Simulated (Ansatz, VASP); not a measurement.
# Two plane-wave programs on Ag

```
Ag
1.0
     0.00000    2.10439    2.01245
     2.10439    0.00000    2.01245
     2.10439    2.10439    0.00000
Ag
1
Direct
  0.00000 0.00000 0.00000
```

Change from the starting cell: strain +0.030 along x and y, -0.015 along z, atoms carried along.

Alike in both runs: task single point; functional PBE; k mesh 10 × 10 × 10; occupations gaussian, width 0.15 eV; no spin polarisation.

```csv
,VASP,Ansatz
version,VASP 6.6.1,Ansatz 0.2.0
potentials or method,"VASP PAW PBE potentials, release 64 (Ag), cutoff 520 eV","scalar-relativistic, plane waves, PAW"
valence electrons in the cell,11,19
```

|  | VASP | Ansatz | Ansatz less VASP |
| --- | --- | --- | --- |
| gap on the k mesh at the Fermi level (eV) | none | none | - |
| pressure (GPa) | 0.4 | 0.4 | +0.07 |
| traceless stress, the component that is largest in VASP (GPa) | 0.37 | 0.37 | +0.009 |

A gap of «none» marks a metal or a gap that the smearing closes. VASP's potentials hold 11 valence electrons a cell and Ansatz's 19, so a difference there can come from the potentials and not from the codes.
